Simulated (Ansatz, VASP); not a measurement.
## One calculation of Ti, two programs

Contents of INCAR:

```
SYSTEM = Ti
ALGO = Normal
EDIFF = 1E-6
ENCUT = 520
GGA = RE
ISIF = 2
ISMEAR = -1
LASPH = .True.
LCHARG = .False.
LREAL = .False.
LWAVE = .False.
NBANDS = 32
NELM = 100
PREC = Accurate
SIGMA = 0.1
```

KPOINTS

```
k-points
0
Gamma
  14 14 4
  0 0 0
```

Contents of POSCAR:

```
Ti
1.0
    2.8738576161      0.0000000000      0.0000000000
   -1.4369288080      2.4888337024      0.0000000000
    0.0000000000      0.0000000000      9.1964130917
Ti
4
Direct
    0.0000000000      1.0000000000      0.0000000000
    0.0000000000      1.0000000000      0.5000000000
    0.3333333333      0.6666666667      0.2500000000
    0.6666666667      0.3333333333      0.7500000000
```

Input for Ansatz:

```yaml
crystal:
  lattice:
    - [2.8738576161, 0.0, 0.0]
    - [-1.436928808, 2.4888337024, 0.0]
    - [0.0, 0.0, 9.1964130917]
  atoms:
    - { symbol: Ti, position: [0.0, 1.0, 0.0] }
    - { symbol: Ti, position: [0.0, 1.0, 0.5] }
    - { symbol: Ti, position: [0.3333333333, 0.6666666667, 0.25] }
    - { symbol: Ti, position: [0.6666666667, 0.3333333333, 0.75] }
hamiltonian:
  xc: revpbe
  pseudopotentials:
    kind: paw
    azcp:
      Ti: "pseudopotentials/Ti.paw.azcp"
basis:
  ecutwfc: 420
  fft_grid_basis: typed
kpoints:
  mp_grid: { grid: [14, 14, 4], shift: [0, 0, 0] }
magnetization:
  spin_polarized: false
scf:
  occupations: { method: fermi_dirac, width: 0.1 }
  lower_state_search: "off"
output:
  stress: true
  write_density: true
  write_potential: true
  elf: true
  volumetric_format: npy
```

Alike in both runs: task single point; functional revPBE; k mesh 14 × 14 × 4; occupations fermi-dirac, width 0.1 eV; no spin polarisation.

```csv
,VASP,Ansatz
version,VASP 6.6.1,Ansatz 0.2.0
potentials or method,"VASP PAW PBE potentials, release 64 (Ti_sv), cutoff 520 eV","plane waves (420 eV) with PAW, scalar-relativistic"
valence electrons in the cell,48,48
```

|  | VASP | Ansatz | Ansatz less VASP |
| --- | --- | --- | --- |
| pressure (GPa) | 9.8 | 10.1 | +0.37 |

VASP's potentials were made for PBE, not for revPBE. The functional is the same, so the differences come from potentials, cutoffs and numerics.
